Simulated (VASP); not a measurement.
# C in VASP: further runs

Runs on C. Level: PBE+D3(BJ). Tasks: single point.

Everything below comes from runs of VASP 6.6.1. Logs are shortened: lines on timing, memory, paths and dates and some standing lists are left out, and cuts for length are marked.

### Step 1. The cell of the first run

The cell holds a slab with vacuum, 19 atoms: a = 7.398 Å, b = 7.398 Å, c = 12.000 Å, α = 90.00°, β = 90.00°, γ = 120.00°.

### Step 2. Single point, PBE+D3(BJ), collinear spin

Input file INCAR:

```
PREC = Accurate ; ENCUT = 520
EDIFF = 1E-6 ; ISMEAR = -1
SIGMA = 0.02 ; LREAL = Auto
LASPH = True ; NELM = 150
ALGO = Normal ; ISIF = 2
LWAVE = False ; LCHARG = False
ISPIN = 2 ; MAGMOM = 0 0 0 0 0 0 0 0 0 0 0 0 0 0 0 0 0 0 0.13
LORBIT = 11 ; GGA = PE
IVDW = 12 ; NBANDS = 57
```

Input file KPOINTS:

```
regular mesh
0
Gamma
  2 2 1
```

Input file POSCAR:

```
C
1.0
    7.3980000000      0.0000000000      0.0000000000
   -3.6990000000      6.4068560000      0.0000000000
    0.0000000000      0.0000000000     12.0000000000
C
19
Direct
    0.0010660653      0.0007804140      0.0844666667
    0.2140728564      0.1136282757      0.0828833333
    0.0005587604      0.3341264420      0.0700916667
    0.2180945825      0.4448671860      0.0814250000
   -0.0019779320      0.6569524896      0.0796500000
    0.2116210837      0.7742018862      0.0824500000
    0.3182852334     -0.0108477543      0.0816500000
    0.5438462018      0.1100227631      0.0737750000
    0.3317156100      0.3363428178      0.0842250000
    0.5566654936      0.4510168482      0.0767083333
    0.3211718328      0.6627275531      0.1109750000
    0.5650798592      0.7866885099      0.1059666667
    0.6631180968      0.0117998594      0.0823833333
    0.8827416643      0.1109280433      0.0804750000
    0.6628441144      0.3364208592      0.0790833333
    0.8780253462      0.4330985432      0.0751750000
    0.6747811576      0.6718115719      0.0778250000
    0.8919419306      0.7805856726      0.0808083333
    0.4393017424      0.7168570669      0.2199666667
```

Potentials or basis: VASP PAW PBE potentials, release 64 (C).

Launch:

```bash
cat potpaw_PBE.64/C/POTCAR > POTCAR
mpirun -np 1 vasp_std > vasp.out
```

OUTCAR:

```text
PREC = Accurate
   ENCUT = 520
   EDIFF = 1E-6
   ISMEAR = -1
   LREAL = Auto
   LASPH = True
   NELM = 150
   ISIF = 2
   ISPIN = 2
   LORBIT = 11
   GGA = PE
   IVDW = 12
 IVDW          = 12

 ion  position               nearest neighbor table
   1  0.001  0.001  0.084-   2 1.37  18 1.41  14 1.46
   2  0.214  0.114  0.083-   1 1.37   9 1.43   7 1.47
   3  0.001  0.334  0.070-   4 1.40  16 1.42  14 1.44
   4  0.218  0.445  0.081-   3 1.40   9 1.42  11 1.44
   5  0.998  0.657  0.080-   6 1.37  16 1.44  18 1.47
   6  0.212  0.774  0.082-   5 1.37   7 1.38  11 1.46
   7  0.318  0.989  0.082-   6 1.38   8 1.45   2 1.47
   8  0.544  0.110  0.074-  13 1.40   7 1.45  15 1.45
   9  0.332  0.336  0.084-   4 1.42   2 1.43  10 1.44
  10  0.557  0.451  0.077-  15 1.42  17 1.42   9 1.44
  11  0.321  0.663  0.111-   4 1.44   6 1.46  19 1.51  12 1.56
  12  0.565  0.787  0.106-  13 1.47  17 1.48  11 1.56  19 1.59
  13  0.663  0.012  0.082-   8 1.40  14 1.41  12 1.47
  14  0.883  0.111  0.080-  13 1.41   3 1.44   1 1.46
  15  0.663  0.336  0.079-  16 1.38  10 1.42   8 1.45
  16  0.878  0.433  0.075-  15 1.38   3 1.42   5 1.44
  17  0.675  0.672  0.078-  18 1.39  10 1.42  12 1.48
  18  0.892  0.781  0.081-  17 1.39   1 1.41   5 1.47
  19  0.439  0.717  0.220-  11 1.51  12 1.59

  LATTYP: Found a hexagonal cell.
 ALAT       =     7.3980000000
 C/A-ratio  =     1.6220600162

  Lattice vectors:

 A1 = (   7.3980000000,   0.0000000000,   0.0000000000)
 A2 = (  -3.6990000000,   6.4068560000,   0.0000000000)
 A3 = (   0.0000000000,   0.0000000000,  12.0000000000)

Analysis of symmetry for initial positions (statically):
=====================================================================
 Subroutine PRICEL returns:
 Original cell was already a primitive cell.

 Routine SETGRP: Setting up the symmetry group for a
 hexagonal supercell.

 Subroutine GETGRP returns: Found  1 space group operations
 (whereof  1 operations were pure point group operations)
 out of a pool of 24 trial point group operations.

The static configuration has the point symmetry C_1 .

Analysis of symmetry for dynamics (positions and initial velocities):
=====================================================================
 Subroutine PRICEL returns:
 Original cell was already a primitive cell.

 Routine SETGRP: Setting up the symmetry group for a
 hexagonal supercell.

 Subroutine GETGRP returns: Found  1 space group operations
 (whereof  1 operations were pure point group operations)
 out of a pool of 24 trial point group operations.

The dynamic configuration has the point symmetry C_1 .

Analysis of structural, dynamic, and magnetic symmetry:
=====================================================================
 Subroutine PRICEL returns:
 Original cell was already a primitive cell.

 Routine SETGRP: Setting up the symmetry group for a
 hexagonal supercell.

 Subroutine GETGRP returns: Found  1 space group operations
 (whereof  1 operations were pure point group operations)
 out of a pool of 24 trial point group operations.

The overall configuration has the point symmetry C_1 .

 Subroutine INISYM returns: Found  1 space group operations
 (whereof  1 operations are pure point group operations),
 and found     1 'primitive' translations

----------------------------------------------------------------------------------------

                                     Primitive cell

  volume of cell :     568.7750

  direct lattice vectors                    reciprocal lattice vectors
     7.398000000  0.000000000  0.000000000     0.135171668  0.078041398  0.000000000
    -3.699000000  6.406856000  0.000000000     0.000000000  0.156082796  0.000000000
     0.000000000  0.000000000 12.000000000     0.000000000  0.000000000  0.083333333

  length of vectors
     7.398000000  7.398000054 12.000000000     0.156082797  0.156082796  0.083333333

  position of ions in fractional coordinates (direct lattice)
     0.001066065  0.000780414  0.084466667
     0.214072856  0.113628276  0.082883333
     0.000558760  0.334126442  0.070091667
     0.218094583  0.444867186  0.081425000
     0.998022068  0.656952490  0.079650000
[... 71 lines left out ...]
   total plane-waves  NPLWV = 282240
   dimension x,y,z NGX =    56 NGY =   56 NGZ =   90
   dimension x,y,z NGXF=   112 NGYF=  112 NGZF=  180
   ions per type =              19
   NGX,Y,Z   is equivalent  to a cutoff of  12.58, 12.58, 12.47 a.u.
   NGXF,Y,Z  is equivalent  to a cutoff of  25.17, 25.17, 24.94 a.u.
 SYSTEM =  unknown system
   PREC   = accura    normal or accurate (medium, high low for compatibility)
   ISTART =      0    job   : 0-new  1-cont  2-samecut
   ICHARG =      2    charge: 1-file 2-atom 10-const
   ISPIN  =      2    spin polarized calculation?
   LNONCOLLINEAR =      F non collinear calculations
   LSORBIT =      F    spin-orbit coupling
   LASPH  =      T    aspherical Exc in radial PAW
   ENCUT  =  520.0 eV  38.22 Ry    6.18 a.u.  13.76 13.76 22.31*2*pi/ulx,y,z
   NELM   =    150;   NELMIN=  2; NELMDL= -5     # of ELM steps
   EDIFF  = 0.1E-05   stopping-criterion for ELM
   LREAL  =      T    real-space projection
   EDIFFG = 0.1E-04   stopping-criterion for IOM
   NSW    =      0    number of steps for IOM
   IBRION =     -1    ionic relax: 0-MD 1-quasi-New 2-CG
   NFREE  =      0    steps in history (QN), initial steepest desc. (CG)
   ISIF   =      2    stress and relaxation
   ISYM   =      2    0-nonsym 1-usesym 2-fastsym
   POTIM  = 0.5000    time-step for ionic-motion
   TEBEG  =    0.0;   TEEND  =   0.0 temperature during run
   PSTRESS=    0.0 pullay stress
   NELECT =      76.0000    total number of electrons
   NUPDOWN=      -1.0000    fix difference up-down
   EMIN   =  10.00;   EMAX   =-10.00  energy-range for DOS
   EFERMI =   0.00;   METHOD = LEGACY
   ISMEAR =    -1;   SIGMA  =   0.02  broadening in eV -4-tet -1-fermi 0-gaus
   EFERMI_NEDOS =   21; number of points for ismear=-14 and -15
   IALGO  =     38    algorithm
   IMIX   =      4    mixing-type and parameters
     AMIX     =   0.40;   BMIX     =  1.00
     AMIX_MAG =   1.60;   BMIX_MAG =  1.00
  volume/ion in A,a.u.               =      29.94       202.01
  Fermi-wavevector in a.u.,A,eV,Ry     =   0.836949  1.581605  9.530667  0.700484
  Thomas-Fermi vector in A             =   1.950758
   LORBIT       =     11    0 simple, 1 ext, 2 COOP (PROOUT), +10 PAW based schemes
   GGA     = PE    functional components
   LHFCALC =     F    Hartree Fock is set to
   AEXX    =    0.0000 exact exchange contribution
   IVDW    =    12    specifies the selected vdW correction
   LEPSILON=     F    determine dielectric tensor
   LRPA    =     F    only Hartree local field effects (RPA)
 spin polarized calculation
  energy-cutoff  :      520.00
  volume of cell :      568.78
 maximum number of plane-waves:     15363
 NGX is ok and might be reduce to    56
   NGX = 27   NGY = 27   NGZ = 45

 number of electron      75.9999999 magnetization       0.5001568

 Free energy of the ion-electron system (eV)
  ---------------------------------------------------
  ext. energy  EPLUGINS =         0.00000000
  ---------------------------------------------------
  free energy    TOTEN  =      -167.93126292 eV

  energy without entropy =     -167.92358357  energy(sigma->0) =     -167.92742325

 E-fermi :  -2.2471     XC(G=0):  -3.8531

 val. band max:       -2.2570147067   @ k =   0.0000   0.5000   0.0000
 cond. band min:      -2.2406692154   @ k =   0.5000   0.5000   0.0000
 fundamental gap:      0.0163454913
 Fermi energy:        -2.2471007511

 spin component 1

 k-point     1 :       0.0000    0.0000    0.0000
  band No.  band energies     occupation
      1     -21.7976      1.00000
      2     -19.9203      1.00000
      3     -19.1854      1.00000
      4     -19.1060      1.00000
      5     -19.0490      1.00000
      6     -18.9700      1.00000
[... 201 lines left out ...]
     49       3.8703      0.00000
     50       4.2138      0.00000
 Fermi energy:        -2.2471007511

 spin component 2

 k-point     1 :       0.0000    0.0000    0.0000
  band No.  band energies     occupation
      1     -21.7641      1.00000
      2     -19.8486      1.00000
      3     -19.1716      1.00000
      4     -19.0924      1.00000
      5     -19.0381      1.00000
      6     -18.9506      1.00000
[... 201 lines left out ...]
     49       3.8885      0.00000
     50       4.2298      0.00000
 [bands above 50 left out]

------------------------ aborting loop because EDIFF is reached ----------------------------------------

 Edisp (eV)   -1.70803

 E8    (eV) :    -0.5316

  FORCE on cell =-STRESS in cart. coord.  units (eV):
  Direction    XX          YY          ZZ          XY          YZ          ZX
  --------------------------------------------------------------------------------------
  -------------------------------------------------------------------------------------
  Total       5.41490     4.09943    -1.75505     0.64070     0.62171     1.01633
  in kB      15.25319    11.54764    -4.94379     1.80478     1.75130     2.86288
  external pressure =        7.29 kB  Pullay stress =        0.00 kB

 VOLUME and BASIS-vectors are now :
 -----------------------------------------------------------------------------
  energy-cutoff  :      520.00
  volume of cell :      568.78
      direct lattice vectors                 reciprocal lattice vectors
     7.398000000  0.000000000  0.000000000     0.135171668  0.078041398  0.000000000
    -3.699000000  6.406856000  0.000000000     0.000000000  0.156082796  0.000000000
     0.000000000  0.000000000 12.000000000     0.000000000  0.000000000  0.083333333

 POSITION                                       TOTAL-FORCE (eV/Angst)
 -----------------------------------------------------------------------------------
      0.00500      0.00500      1.01360        -2.587050      0.181882      0.058640
      1.16340      0.72800      0.99460         2.465212     -0.505729     -0.077069
     -1.23180      2.14070      0.84110        -0.855514     -1.489551      0.826232
     -0.03210      2.85020      0.97710         0.770582     -0.909640      0.174821
      4.95330      4.20900      0.95580        -2.900923      0.869661     -0.504417
     -1.29820      4.96020      0.98940         1.022078     -0.247965      0.670055
[... 11 lines left out ...]
      3.71120      5.00110      0.96970         0.953367     -1.473443     -0.523984
      0.59830      4.59280      2.63960         0.515883      0.342908     -0.793362
 -----------------------------------------------------------------------------------
    total drift:                                0.002499      0.004663      0.009127

  FREE ENERGIE OF THE ION-ELECTRON SYSTEM (eV)
  ---------------------------------------------------
  free  energy   TOTEN  =      -169.6392938763 eV

  energy  without entropy=     -169.6316145194  energy(sigma->0) =     -169.63545420

 total charge

# of ion       s       p       d       tot
------------------------------------------
    1        0.867   1.814   0.000   2.681
    2        0.865   1.797   0.000   2.663
    3        0.866   1.788   0.000   2.654
    4        0.866   1.784   0.000   2.651
    5        0.868   1.776   0.000   2.644
    6        0.876   1.831   0.000   2.707
[... 11 lines left out ...]
   18        0.866   1.779   0.000   2.645
   19        0.987   1.267   0.000   2.254
--------------------------------------------------
tot         16.500  33.396   0.000  49.896

 magnetization (x)

# of ion       s       p       d       tot
------------------------------------------
    1       -0.000  -0.001   0.000  -0.001
    2       -0.000  -0.000   0.000  -0.000
    3        0.000   0.002   0.000   0.002
    4        0.003   0.010   0.000   0.013
    5        0.000   0.005   0.000   0.005
    6        0.003   0.011   0.000   0.014
[... 11 lines left out ...]
   18        0.001   0.007   0.000   0.008
   19        0.011   0.161   0.000   0.172
--------------------------------------------------
tot          0.022   0.239   0.000   0.261
```

Run time: 7.1 min. Hardware: 1 thread of Intel Xeon Platinum 8375C at 2.90GHz (Ice Lake), shared host; peak memory 0.84 GiB.

Results:

| Item | Value |
| --- | --- |
| Free energy | -169.6393 eV |
| Largest force | 3.081 eV/Å |
| Net moment | 0.50 μB per cell |
| Site moments | C -0.00, +0.00, +0.01, -0.01, +0.17 μB |
| Valence electrons inside the program's atomic spheres | C 2.68, 2.66, 2.65, 2.64, 2.71, 2.63, 2.62, 2.58, 2.67, 2.25 |
| Dispersion energy per atom | -0.090 eV |

Forces in eV/Å, atoms in the order of the input:
```
C   -2.587  0.182  0.059
C    2.465 -0.506 -0.077
C   -0.856 -1.490  0.826
C    0.771 -0.910  0.175
C   -2.901  0.870 -0.504
C    1.022 -0.248  0.670
C   -0.080  3.041 -0.493
C    0.322  0.396  1.176
C   -0.478  0.397 -0.618
C   -0.154 -0.003  0.681
C    0.724  0.438 -0.491
C   -0.660 -0.470  0.608
C    1.046 -1.434  0.101
C    0.907  0.669 -0.829
C   -0.579 -1.813 -1.029
C    1.037  2.366  0.193
C   -1.470 -0.355  0.870
C    0.953 -1.473 -0.524
C    0.516  0.343 -0.793
```

Caveat: the k points lie up to 0.49 Å⁻¹ apart.

### Step 3. Single point, PBE+D3(BJ), collinear spin

Input file INCAR:

```
PREC = Accurate
ENCUT = 520
EDIFF = 1E-6
ISMEAR = -1
SIGMA = 0.02
LREAL = Auto
LASPH = T
NELM = 150
ALGO = Normal
ISIF = 2
LWAVE = F
LCHARG = T
ISPIN = 2
MAGMOM = 0 0 0 0 0 0 0 0 0 0 0 0 0 0 0 0 0 0 0.13
LORBIT = 11
GGA = PE
IVDW = 12
LELF = T
LVHAR = T
NBANDS = 57
```

KPOINTS is that of step 2.

Input file POSCAR:

```
C
1.0
    7.3980000000      0.0000000000      0.0000000000
   -3.6990000000      6.4068560000      0.0000000000
    0.0000000000      0.0000000000     12.0000000000
C
19
Direct
   -0.0020709978      0.0020759012      0.0880916667
    0.2152011753      0.1182639348      0.0850750000
   -0.0038787228      0.3307394454      0.0707583333
    0.2213127888      0.4450857019      0.0814916667
   -0.0012524472      0.6575924291      0.0796333333
    0.2143555835      0.7738585041      0.0839083333
    0.3182521563     -0.0075075825      0.0799916667
    0.5472480453      0.1091486995      0.0747083333
    0.3374130208      0.3361399101      0.0831833333
    0.5554416645      0.4495964948      0.0771250000
    0.3224218356      0.6632270181      0.1087666667
    0.5665216841      0.7899506404      0.1060083333
    0.6637410660      0.0037459871      0.0823083333
    0.8808607567      0.1082746358      0.0800833333
    0.6618220026      0.3378099960      0.0759916667
    0.8760789546      0.4361265494      0.0752750000
    0.6673883880      0.6720300878      0.0782166667
    0.8893340477      0.7788843701      0.0812500000
    0.4427200548      0.7169351083      0.2181416667
```

Potentials or basis: VASP PAW PBE potentials, release 64 (C).

Launch:

```bash
cat potpaw_PBE.64/C/POTCAR > POTCAR
mpirun -np 1 vasp_std > vasp.out
```

Wall time 7.8 min (1 thread of Intel Xeon Platinum 8375C at 2.90GHz (Ice Lake), shared host); peak memory 0.84 GiB.

It converged, with:

```yaml
Free_energy: -169.6332 eV
Largest_force: 3.305 eV/Å
Net_moment: 0.79 μB per cell
Site_moments: C +0.01, -0.00, +0.02, -0.01, +0.25 μB
Valence_electrons_inside_the_program's_atomic_spheres: C 2.66, 2.60, 2.64, 2.69, 2.58, 2.67, 2.68, 2.63, 2.27
Dispersion_energy_per_atom: -0.090 eV
```

Forces in eV/Å, atoms in the order of the input:
```
C   -0.781 -0.273 -0.402
C    2.303 -2.344 -0.351
C    0.157  0.058  0.820
C   -0.502 -1.654 -0.119
C   -2.929  1.279 -0.315
C   -0.491  0.606  0.172
C    0.932  2.081  0.153
C   -0.497  0.321  0.657
C   -2.851  0.678 -0.232
C    0.009  0.935  0.288
C    0.940  0.135 -0.115
C   -0.886 -2.409  0.638
C   -0.936  1.653 -0.301
C    0.981  1.114 -0.501
C    0.264 -2.529 -0.440
C    2.387  1.368 -0.051
C    1.374 -0.579  0.610
C    0.323 -0.745 -0.316
C    0.203  0.304 -0.195
```

Levels at points of the mesh, in eV from the Fermi level:
Spin up:
```tsv
k point	band 34	band 35	band 36	band 37	band 38	band 39	band 40	band 41	band 42	band 43
(0.00, 0.00, 0.00)	-2.71	-2.40	-2.06	-0.20	-0.11	0.30	0.40	1.77	3.85	3.93
(0.50, 0.00, 0.00)	-2.38	-2.36	-2.17	-1.59	-0.12	0.09	1.24	2.30	2.61	3.05
(0.00, 0.50, 0.00)	-2.58	-2.34	-2.16	-1.48	-0.65	-0.04	1.89	2.33	2.72	2.83
(0.50, 0.50, 0.00)	-2.49	-2.40	-2.27	-1.53	-0.63	-0.02	1.94	2.41	2.69	2.79
```
Spin down:
| k point | band 35 | band 36 | band 37 | band 38 | band 39 | band 40 |
| --- | --- | --- | --- | --- | --- | --- |
| (0.00, 0.00, 0.00) | -2.17 | -1.93 | -0.07 | 0.13 | 0.38 | 1.38 |
| (0.50, 0.00, 0.00) | -2.29 | -2.13 | -1.41 | 0.00 | 1.12 | 1.35 |
| (0.00, 0.50, 0.00) | -2.26 | -2.11 | -1.30 | -0.53 | 0.93 | 1.99 |
| (0.50, 0.50, 0.00) | -2.32 | -2.23 | -1.34 | -0.51 | 0.97 | 2.04 |

Caveat: the k points lie up to 0.49 Å⁻¹ apart.
